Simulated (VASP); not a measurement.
Runs of VASP 6.6.1 on KRe3W. The structure is that of space group Pm-3m (No. 221), or close to it. The cells are those of the table. 

```tsv
task	cell	k mesh	cutoff (eV)	gap on the mesh (eV)	pressure (GPa)	relaxed volume (Å³/atom)
relaxation of cell and atoms	relaxed from a = 4.855 Å, 5 atoms	8 × 8 × 8	600	none	0.0	22.93
relaxation of cell and atoms	relaxed from a = 4.494 Å, 5 atoms	4 × 4 × 4	600	none	-0.1	23.03
single point	a = 4.855 Å, 5 atoms	4 × 4 × 4	520	none	(b)	-
single point	a = 4.494 Å, 5 atoms	4 × 4 × 4	520	none	(a)	-
single point	a = 4.851 Å, 5 atoms	8 × 8 × 8	520	none	0.5	-
```

Alike in all rows: level PBE; potentials or basis VASP PAW PBE potentials, release 64 (K_sv, Re, W_sv); no spin polarisation; smearing gaussian 0.1 eV.

Question: Estimate the missing entries.

Answer: (a) 50.2; (b) 0.6.

Caveats: spin-orbit coupling is left out, which moves the levels of the heavy elements; the volume moved by over 15 % at a fixed basis, so the end points are rough (some runs).

A k mesh can miss the band edges, and the runs leave out spin-orbit coupling on Re, W.

A gap of «none» marks levels without a gap at the run's occupations.
